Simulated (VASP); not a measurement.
# PbS (Fm-3m) in VASP: a series of runs

The runs below take PbS through single point, with RPBE, revPBE+D3(BJ), BLYP+D4, SVWN5, LDA.

All numbers are computed with VASP 6.6.1; they aren't measurements. Logs are shortened: lines on timing, memory, paths and dates and some standing lists are left out, and cuts for length are marked.

**1. The cell of the first run**

The structure is cubic, space group Fm-3m (No. 225). Conventional cell: a = 5.851 Å, b = 5.851 Å, c = 5.851 Å, α = 90.00°, β = 90.00°, γ = 90.00°. Within 3.9 Å of Pb (site symmetry m-3m) lie 6 S at 2.93 Å. S (site symmetry m-3m) has 6 Pb at 2.93 Å within 3.9 Å.

**2. Single point, RPBE**

File INCAR:

```
SYSTEM = PbS
PREC = Accurate
ENCUT = 520
EDIFF = 1E-6
ISMEAR = -1
SIGMA = 0.05
LREAL = .FALSE.
LASPH = .TRUE.
NELM = 60
ALGO = Normal
ISIF = 2
LWAVE = .FALSE.
LCHARG = .TRUE.
GGA = RP
LELF = .TRUE.
LVHAR = .TRUE.
NBANDS = 17
```

File KPOINTS:

```
regular mesh
0
G
  8 8 8
  0 0 0
```

File POSCAR:

```
PbS
1.0
    0.0000000000      2.9256673838      2.9256673838
    2.9256673838      0.0000000000      2.9256673838
    2.9256673838      2.9256673838      0.0000000000
Pb S
1 1
Direct
    0.0000000000      0.0000000000      0.0000000000
    0.5000000000      0.5000000000      0.5000000000
```

Potentials or basis: VASP PAW PBE potentials, release 64 (Pb_d, S).

Run with:

```
cat potpaw_PBE.64/Pb_d/POTCAR potpaw_PBE.64/S/POTCAR > POTCAR
mpirun -np 1 vasp_std > vasp.out
```

OUTCAR:

```text
SYSTEM = PbS
   PREC = Accurate
   ENCUT = 520
   EDIFF = 1E-6
   ISMEAR = -1
   LREAL = .FALSE.
   LASPH = .TRUE.
   NELM = 60
   ISIF = 2
   GGA = RP

 ion  position               nearest neighbor table
   1  0.000  0.000  0.000-   2 2.93   2 2.93   2 2.93   2 2.93   2 2.93   2 2.93
   2  0.500  0.500  0.500-   1 2.93   1 2.93   1 2.93   1 2.93   1 2.93   1 2.93

  LATTYP: Found a face centered cubic cell.
 ALAT       =     5.8513347676

  Lattice vectors:

 A1 = (   0.0000000000,   2.9256673838,   2.9256673838)
 A2 = (   2.9256673838,   0.0000000000,   2.9256673838)
 A3 = (   2.9256673838,   2.9256673838,   0.0000000000)

Analysis of symmetry for initial positions (statically):
=====================================================================
 Subroutine PRICEL returns:
 Original cell was already a primitive cell.

 Routine SETGRP: Setting up the symmetry group for a
 face centered cubic supercell.

 Subroutine GETGRP returns: Found 48 space group operations
 (whereof 48 operations were pure point group operations)
 out of a pool of 48 trial point group operations.

The static configuration has the point symmetry O_h .

Analysis of symmetry for dynamics (positions and initial velocities):
=====================================================================
 Subroutine PRICEL returns:
 Original cell was already a primitive cell.

 Routine SETGRP: Setting up the symmetry group for a
 face centered cubic supercell.

 Subroutine GETGRP returns: Found 48 space group operations
 (whereof 48 operations were pure point group operations)
 out of a pool of 48 trial point group operations.

The dynamic configuration has the point symmetry O_h .

 Subroutine INISYM returns: Found 48 space group operations
 (whereof 48 operations are pure point group operations),
 and found     1 'primitive' translations

----------------------------------------------------------------------------------------

                                     Primitive cell

  volume of cell :      50.0847

  direct lattice vectors                    reciprocal lattice vectors
     0.000000000  2.925667384  2.925667384    -0.170901177  0.170901177  0.170901177
     2.925667384  0.000000000  2.925667384     0.170901177 -0.170901177  0.170901177
     2.925667384  2.925667384  0.000000000     0.170901177  0.170901177 -0.170901177

  length of vectors
     4.137518493  4.137518493  4.137518493     0.296009522  0.296009522  0.296009522

  position of ions in fractional coordinates (direct lattice)
     0.000000000  0.000000000  0.000000000
     0.500000000  0.500000000  0.500000000

  ion indices of the primitive-cell ions
   primitive index   ion index
                 1           1
                 2           2

----------------------------------------------------------------------------------------

 KPOINTS: regular mesh

Automatic generation of k-mesh.
 Grid dimensions read from file:
 generate k-points for:    8    8    8

 Generating k-lattice:

  Cartesian coordinates                     Fractional coordinates (reciprocal lattice)
    -0.021362647  0.021362647  0.021362647     0.125000000  0.000000000  0.000000000
     0.021362647 -0.021362647  0.021362647     0.000000000  0.125000000  0.000000000
     0.021362647  0.021362647 -0.021362647     0.000000000  0.000000000  0.125000000

  Length of vectors
     0.037001190  0.037001190  0.037001190

  Shift w.r.t. Gamma in fractional coordinates (k-lattice)
     0.000000000  0.000000000  0.000000000

 Subroutine IBZKPT returns following result:
 ===========================================

 Found     29 irreducible k-points:

 Following reciprocal coordinates:
            Coordinates               Weight
  0.000000  0.000000  0.000000      1.000000
  0.125000  0.000000  0.000000      8.000000
  0.250000  0.000000  0.000000      8.000000
  0.375000  0.000000  0.000000      8.000000
  0.500000  0.000000  0.000000      4.000000
  0.125000  0.125000  0.000000      6.000000
[... 16 lines left out ...]
  0.500000  0.250000  0.125000     48.000000
 -0.375000  0.250000  0.125000     24.000000
 [... further k-points ...]
   k-points           NKPTS =     29   k-points in BZ     NKDIM =     29   number of bands    NBANDS=     17
   number of dos      NEDOS =    301   number of ions     NIONS =      2
   total plane-waves  NPLWV =  32768
   dimension x,y,z NGX =    32 NGY =   32 NGZ =   32
   dimension x,y,z NGXF=    64 NGYF=   64 NGZF=   64
   ions per type =               1   1
   NGX,Y,Z   is equivalent  to a cutoff of  12.86, 12.86, 12.86 a.u.
   NGXF,Y,Z  is equivalent  to a cutoff of  25.72, 25.72, 25.72 a.u.
 SYSTEM =  PbS
   PREC   = accura    normal or accurate (medium, high low for compatibility)
   ISTART =      0    job   : 0-new  1-cont  2-samecut
   ICHARG =      2    charge: 1-file 2-atom 10-const
   ISPIN  =      1    spin polarized calculation?
   LNONCOLLINEAR =      F non collinear calculations
   LSORBIT =      F    spin-orbit coupling
   LASPH  =      T    aspherical Exc in radial PAW
   ENCUT  =  520.0 eV  38.22 Ry    6.18 a.u.   7.69  7.69  7.69*2*pi/ulx,y,z
   NELM   =     60;   NELMIN=  2; NELMDL= -5     # of ELM steps
   EDIFF  = 0.1E-05   stopping-criterion for ELM
   LREAL  =      F    real-space projection
   EDIFFG = 0.1E-04   stopping-criterion for IOM
   NSW    =      0    number of steps for IOM
   IBRION =     -1    ionic relax: 0-MD 1-quasi-New 2-CG
   NFREE  =      0    steps in history (QN), initial steepest desc. (CG)
   ISIF   =      2    stress and relaxation
   ISYM   =      2    0-nonsym 1-usesym 2-fastsym
   POTIM  = 0.5000    time-step for ionic-motion
   TEBEG  =    0.0;   TEEND  =   0.0 temperature during run
   PSTRESS=    0.0 pullay stress
   NELECT =      20.0000    total number of electrons
   NUPDOWN=      -1.0000    fix difference up-down
   EMIN   =  10.00;   EMAX   =-10.00  energy-range for DOS
   EFERMI =   0.00;   METHOD = LEGACY
   ISMEAR =    -1;   SIGMA  =   0.05  broadening in eV -4-tet -1-fermi 0-gaus
   EFERMI_NEDOS =   21; number of points for ismear=-14 and -15
   IALGO  =     38    algorithm
   IMIX   =      4    mixing-type and parameters
     AMIX     =   0.40;   BMIX     =  1.00
     AMIX_MAG =   1.60;   BMIX_MAG =  1.00
  volume/ion in A,a.u.               =      25.04       168.99
  Fermi-wavevector in a.u.,A,eV,Ry     =   1.205544  2.278149 19.773855  1.453337
  Thomas-Fermi vector in A             =   2.341238
   LORBIT       =      0    0 simple, 1 ext, 2 COOP (PROOUT), +10 PAW based schemes
   GGA     = RP    functional components
   LHFCALC =     F    Hartree Fock is set to
   AEXX    =    0.0000 exact exchange contribution
   IVDW    =     0    specifies the selected vdW correction
   LEPSILON=     F    determine dielectric tensor
   LRPA    =     F    only Hartree local field effects (RPA)
 non-spin polarized calculation
  energy-cutoff  :      520.00
  volume of cell :       50.08
 maximum number of plane-waves:      1365
   NGX = 15   NGY = 15   NGZ = 15

 number of electron      19.9999996 magnetization

 Free energy of the ion-electron system (eV)
  ---------------------------------------------------
  ext. energy  EPLUGINS =         0.00000000
  ---------------------------------------------------
  free energy    TOTEN  =        -7.98768600 eV

  energy without entropy =       -7.98737995  energy(sigma->0) =       -7.98753297

 E-fermi :   6.6950     XC(G=0):  -9.7175

 val. band max:        6.5468348276   @ k =   0.5000   0.0000   0.0000
 cond. band min:       6.8431990183   @ k =   0.5000   0.0000   0.0000
 fundamental gap:      0.2963641907
 Fermi energy:         6.6950176549

 k-point     1 :       0.0000    0.0000    0.0000
  band No.  band energies     occupation
      1     -10.4738      2.00000
      2     -10.4738      2.00000
      3     -10.4738      2.00000
      4     -10.4538      2.00000
      5     -10.4538      2.00000
      6      -7.4793      2.00000
[... 9 lines left out ...]
     16      13.1486      0.00000
     17      15.1947      0.00000

 k-point     2 :       0.1250    0.0000    0.0000
  band No.  band energies     occupation
      1     -10.4731      2.00000
      2     -10.4704      2.00000
      3     -10.4704      2.00000
      4     -10.4549      2.00000
      5     -10.4549      2.00000
      6      -7.3383      2.00000
[... 9 lines left out ...]
     16      13.5374      0.00000
     17      16.4287      0.00000

 k-point     3 :       0.2500    0.0000    0.0000
  band No.  band energies     occupation
      1     -10.4773      2.00000
      2     -10.4773      2.00000
      3     -10.4718      2.00000
      4     -10.4423      2.00000
      5     -10.4423      2.00000
      6      -6.9450      2.00000
[... 9 lines left out ...]
     16      14.3946      0.00000
     17      18.7974      0.00000

 k-point     4 :       0.3750    0.0000    0.0000
  band No.  band energies     occupation
      1     -10.4892      2.00000
      2     -10.4892      2.00000
      3     -10.4712      2.00000
      4     -10.4247      2.00000
      5     -10.4247      2.00000
      6      -6.4294      2.00000
[... 9 lines left out ...]
     16      15.6195      0.00000
     17      18.5426      0.00000
[... 343 lines left out ...]
      1     -10.5131      2.00000
      2     -10.4782      2.00000
      3     -10.4621      2.00000
      4     -10.4405      2.00000
      5     -10.4296      2.00000
      6      -6.5955      2.00000
[... 9 lines left out ...]
     16      16.4272      0.00000
     17      16.7296      0.00000

 k-point    23 :       0.5000    0.2500    0.1250
  band No.  band energies     occupation
      1     -10.5319      2.00000
      2     -10.4722      2.00000
      3     -10.4653      2.00000
      4     -10.4350      2.00000
      5     -10.4216      2.00000
      6      -6.1285      2.00000
[... 9 lines left out ...]
     16      16.8362      0.00000
     17      17.9211      0.00000

 k-point    24 :      -0.3750    0.2500    0.1250
  band No.  band energies     occupation
      1     -10.5388      2.00000
      2     -10.4753      2.00000
      3     -10.4558      2.00000
      4     -10.4407      2.00000
      5     -10.4161      2.00000
      6      -5.8890      2.00000
[... 9 lines left out ...]
     16      17.4018      0.00000
     17      17.7957      0.00000

 [... further k-points ...]

------------------------ aborting loop because EDIFF is reached ----------------------------------------

  FORCE on cell =-STRESS in cart. coord.  units (eV):
  Direction    XX          YY          ZZ          XY          YZ          ZX
  --------------------------------------------------------------------------------------
  -------------------------------------------------------------------------------------
  Total        2.1717251      2.1717251      2.1717251      0.0000000     -0.0000000      0.0000000
  in kB       69.4721256     69.4721256     69.4721256      0.0000000     -0.0000000      0.0000000
  external PRESSURE =      69.4721256 kB  Pullay stress =       0.0000000 kB

 VOLUME and BASIS-vectors are now :
 -----------------------------------------------------------------------------
  energy-cutoff  :      520.00
  volume of cell :       50.08
      direct lattice vectors                 reciprocal lattice vectors
     0.000000000  2.925667384  2.925667384    -0.170901177  0.170901177  0.170901177
     2.925667384  0.000000000  2.925667384     0.170901177 -0.170901177  0.170901177
     2.925667384  2.925667384  0.000000000     0.170901177  0.170901177 -0.170901177

 POSITION                                       TOTAL-FORCE (eV/Angst)
 -----------------------------------------------------------------------------------
      0.00000      0.00000      0.00000         0.000000     -0.000000     -0.000000
      2.92567      2.92567      2.92567        -0.000000      0.000000      0.000000
 -----------------------------------------------------------------------------------
    total drift:                                0.000000     -0.000000     -0.000000

  FREE ENERGIE OF THE ION-ELECTRON SYSTEM (eV)
  ---------------------------------------------------
  free  energy   TOTEN  =        -7.9876859958 eV

  energy  without entropy=       -7.9873799468  energy(sigma->0) =       -7.98753297
```

Run time: 30 s. Hardware: 1 thread of Intel Xeon 6455B, shared host; peak memory 0.18 GiB.

Results:

| Quantity | Value |
| --- | --- |
| Free energy | -7.9877 eV |
| Pressure | 6.9 GPa |
| Band gap on the k mesh | 0.30 eV |

Caveat: the cell stands under pressure; the PAW data sets were made with another functional, which shifts forces and pressure a little; spin-orbit coupling is left out, which moves the levels of the heavy elements. A k mesh can miss the band edges.

**3. Single point, revPBE+D3(BJ)**

File INCAR:

```
SYSTEM = PbS
ALGO = Normal
EDIFF = 1E-6
ENCUT = 520
GGA = RE
ISIF = 2
ISMEAR = -1
IVDW = 12
LASPH = .True.
LCHARG = .False.
LREAL = .False.
LWAVE = .False.
NBANDS = 17
NELM = 80
PREC = Accurate
SIGMA = 0.05
```

File KPOINTS:

```
k-points
0
Gamma
  8 8 8
  0 0 0
```

POSCAR is that of step 2.

Potentials or basis: VASP PAW PBE potentials, release 64 (Pb_d, S).

Run with:

```
cat potpaw_PBE.64/Pb_d/POTCAR potpaw_PBE.64/S/POTCAR > POTCAR
mpirun -np 1 vasp_std > vasp.out
```

Wall time 28 s (1 thread of Intel Xeon 6455B, shared host); peak memory 0.19 GiB.

Results (log left out):

| Item | Value |
| --- | --- |
| Free energy | -9.4326 eV |
| Pressure | 1.9 GPa |
| Band gap on the k mesh | 0.27 eV |
| Dispersion energy per atom | -0.675 eV |

Levels at points of the mesh, in eV from the valence-band top:
```
           k point  band 7  band 8  band 9  band 10  band 11  band 12  band 13  band 14
(0.00, 0.00, 0.00)   -5.98   -2.45   -2.45    -2.45     5.32     5.32     5.32     6.59
(0.50, 0.00, 0.00)   -9.13   -2.02   -2.02     0.00     0.27     1.85     1.85     8.76
(0.50, 0.50, 0.00)   -7.30   -5.59   -3.77    -3.77     3.69     5.71     5.83     5.83
```

Caveat: the PAW data sets were made with another functional, which shifts forces and pressure a little; spin-orbit coupling is left out, which moves the levels of the heavy elements.

**4. Single point, BLYP+D4**

File INCAR:

```
SYSTEM = PbS
PREC = Accurate
ENCUT = 520
EDIFF = 1E-6
ISMEAR = -1
SIGMA = 0.05
LREAL = .False.
LASPH = .True.
NELM = 60
ALGO = Normal
ISIF = 2
LWAVE = .False.
LCHARG = .False.
GGA = B5
ALDAX = 1.0
AGGAX = 1.0
AGGAC = 1.0
ALDAC = 0.0
IVDW = 13
VDW_S6 = 1.0
VDW_S8 = 2.34076671
VDW_A1 = 0.44488865
VDW_A2 = 4.0933009
NBANDS = 17
```

File KPOINTS:

```
regular mesh
0
Gamma
  8 8 8
  0 0 0
```

POSCAR is that of step 3.

Potentials or basis: VASP PAW PBE potentials, release 64 (Pb_d, S).

Run with:

```
cat potpaw_PBE.64/Pb_d/POTCAR potpaw_PBE.64/S/POTCAR > POTCAR
mpirun -np 1 vasp_std > vasp.out
```

OUTCAR:

```text
SYSTEM = PbS
   PREC = Accurate
   ENCUT = 520
   EDIFF = 1E-6
   ISMEAR = -1
   LREAL = .False.
   LASPH = .True.
   NELM = 60
   ISIF = 2
   GGA = B5
   IVDW = 13

 ion  position               nearest neighbor table
   1  0.000  0.000  0.000-   2 2.93   2 2.93   2 2.93   2 2.93   2 2.93   2 2.93
   2  0.500  0.500  0.500-   1 2.93   1 2.93   1 2.93   1 2.93   1 2.93   1 2.93

  LATTYP: Found a face centered cubic cell.
 ALAT       =     5.8513347676

  Lattice vectors:

 A1 = (   0.0000000000,   2.9256673838,   2.9256673838)
 A2 = (   2.9256673838,   0.0000000000,   2.9256673838)
 A3 = (   2.9256673838,   2.9256673838,   0.0000000000)

[... 665 lines left out ...]

  Edisp (eV):   -1.46955

  FORCE on cell =-STRESS in cart. coord.  units (eV):
  Direction    XX          YY          ZZ          XY          YZ          ZX
  --------------------------------------------------------------------------------------
  -------------------------------------------------------------------------------------
  Total       1.46538     1.46538     1.46538     0.00000     0.00000     0.00000
  in kB      46.87664    46.87664    46.87664     0.00000     0.00000     0.00000
  external pressure =       46.88 kB  Pullay stress =        0.00 kB

 VOLUME and BASIS-vectors are now :
 -----------------------------------------------------------------------------
  energy-cutoff  :      520.00
  volume of cell :       50.08
      direct lattice vectors                 reciprocal lattice vectors
     0.000000000  2.925667384  2.925667384    -0.170901177  0.170901177  0.170901177
     2.925667384  0.000000000  2.925667384     0.170901177 -0.170901177  0.170901177
     2.925667384  2.925667384  0.000000000     0.170901177  0.170901177 -0.170901177

 POSITION                                       TOTAL-FORCE (eV/Angst)
 -----------------------------------------------------------------------------------
      0.00000      0.00000      0.00000        -0.000000     -0.000000     -0.000000
      2.92567      2.92567      2.92567         0.000000      0.000000      0.000000
 -----------------------------------------------------------------------------------
    total drift:                                0.000000     -0.000000     -0.000000

  FREE ENERGIE OF THE ION-ELECTRON SYSTEM (eV)
  ---------------------------------------------------
  free  energy   TOTEN  =        -9.0331910815 eV

  energy  without entropy=       -9.0329564093  energy(sigma->0) =       -9.03307375
```

stdout:

```text
POSCAR found type information on POSCAR PbS
 POSCAR found :  2 types and       2 ions
 scaLAPACK will be used
 -----------------------------------------------------------------------------
|                                                                             |
|                                                                             |
|     You enforced a specific xc type in the INCAR file but a different       |
|     I HOPE YOU KNOW WHAT YOU ARE DOING!                                     |
|                                                                             |
 -----------------------------------------------------------------------------

 LDA part: xc-table for (Slater(with rela. corr.)+VWN5), standard interpolation
 POSCAR, INCAR and KPOINTS ok, starting setup
 FFT: planning ... GRIDC
 FFT: planning ... GRID_SOFT
 FFT: planning ... GRID
 WAVECAR not read
 entering main loop
```

It took 41 s on 1 thread of Intel Xeon 6455B, shared host; peak memory 0.18 GiB.

Results:

* Free energy: -9.0332 eV
* Pressure: 4.7 GPa
* Band gap on the k mesh: 0.33 eV
* Dispersion energy per atom: -0.735 eV

Caveat: the cell stands under pressure; the PAW data sets were made with another functional, which shifts forces and pressure a little; spin-orbit coupling is left out, which moves the levels of the heavy elements.

**5. Single point, SVWN5**

This run uses another cell than the first one, of 24.93 Å³/atom.

File INCAR:

```
PREC = Accurate ; ENCUT = 520
EDIFF = 1E-6 ; ISMEAR = -1
SIGMA = 0.05 ; LREAL = F
LASPH = T ; NELM = 100
ALGO = Normal ; ISIF = 2
LWAVE = F ; LCHARG = F
GGA = VW ; NBANDS = 17
```

File KPOINTS:

```
regular mesh
0
Gamma
  8 8 8
```

File POSCAR:

```
PbS
1.0
    0.0000000000      2.9211920442      2.9211920442
    2.9211920442      0.0000000000      2.9211920442
    2.9211920442      2.9211920442      0.0000000000
Pb S
1 1
Direct
    0.0000000000      0.0000000000      0.0000000000
    0.5000000000      0.5000000000      0.5000000000
```

Run with:

```
cat potpaw_PBE.64/Pb_d/POTCAR potpaw_PBE.64/S/POTCAR > POTCAR
mpirun -np 1 vasp_std > vasp.out
```

It took 24 s on 1 thread of Intel Xeon 6455B, shared host; peak memory 0.16 GiB.

Results (log left out):

* Free energy: -10.0056 eV
* Pressure: 0.0 GPa
* Band gap on the k mesh: 0.07 eV

Levels at points of the mesh, in eV from the valence-band top:
```
           k point  band 7  band 8  band 9  band 10  band 11  band 12  band 13  band 14
(0.00, 0.00, 0.00)   -6.09   -2.41   -2.41    -2.41     5.16     5.16     5.16     6.55
(0.50, 0.00, 0.00)   -9.28   -1.96   -1.96     0.00     0.07     1.71     1.71     8.52
(0.50, 0.50, 0.00)   -7.45   -5.68   -3.79    -3.79     3.53     5.59     5.70     5.70
```

Caveat: the PAW data sets were made with another functional, which shifts forces and pressure a little; spin-orbit coupling is left out, which moves the levels of the heavy elements. A k mesh can miss the band edges.

[end of part 1 of 2]
